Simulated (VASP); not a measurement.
**Sn: single point with PBE**

The system is Sn.

```
Sn
1.0
     0.00000    3.13200    3.24560
     3.35920    0.00000    3.24560
     3.35920    3.13200    0.00000
Sn
2
Direct
  0.50000 0.50000 0.50000
  0.75000 0.75000 0.75000
```

This cell differs from its parent crystal: strain +0.0350 x Voigt [1, -1, 0, 0, 0, 0].

| Item | Value |
| --- | --- |
| Program | VASP 6.6.1 |
| Task | single point |
| Functional | PBE |
| Potentials or basis | VASP PAW PBE potentials, release 64 (Sn_d) |
| Cutoff | 520 eV |
| k mesh | 12 × 12 × 12 |
| Occupations | gaussian, width 0.15 eV |
| Spin | no spin polarisation |
| Dipole correction | no |
| Further INCAR settings | ALGO = Fast; EDIFF = 1e-06; NBANDS = 21 |

* Pressure: 3.2 GPa
* Band gap on the k mesh: zero (bands 14 and 15 overlap by 0.15 eV)

Stress tensor (GPa, compression positive):
```
2.11 0.00 0.00
0.00 4.12 0.00
0.00 0.00 3.29
```

Levels at points of the mesh, in eV from the Fermi level:
```
           k point  band 10  band 11  band 12  band 13  band 14  band 15  band 16  band 17  band 18  band 19
(0.00, 0.00, 0.00)   -21.33   -10.64    -0.70    -0.19     0.06     0.28     1.99     2.14     2.28     4.99
(0.50, 0.00, 0.00)   -21.28    -9.01    -6.33    -1.37    -0.94    -0.09     3.09     3.36     5.64     8.24
(0.50, 0.50, 0.00)   -21.28    -7.54    -7.54    -2.48    -2.48     0.79     0.79     7.48     7.48     8.97
(0.50, 0.00, 0.50)   -21.29    -7.42    -7.42    -2.68    -2.68     0.57     0.57     7.67     7.67     9.25
(0.00, 0.50, 0.50)   -21.26    -7.67    -7.67    -2.30    -2.30     1.01     1.01     7.59     7.59     9.07
```

It took 8.4 min on 1 thread of Intel Xeon 8259CL, on a shared host, peak memory 0.44 GiB.

Caveat: the cell differs from its parent crystal (strain +0.0350 x Voigt [1, -1, 0, 0, 0, 0]); the cell stands under pressure; spin-orbit coupling is left out, which moves the levels of the heavy elements.
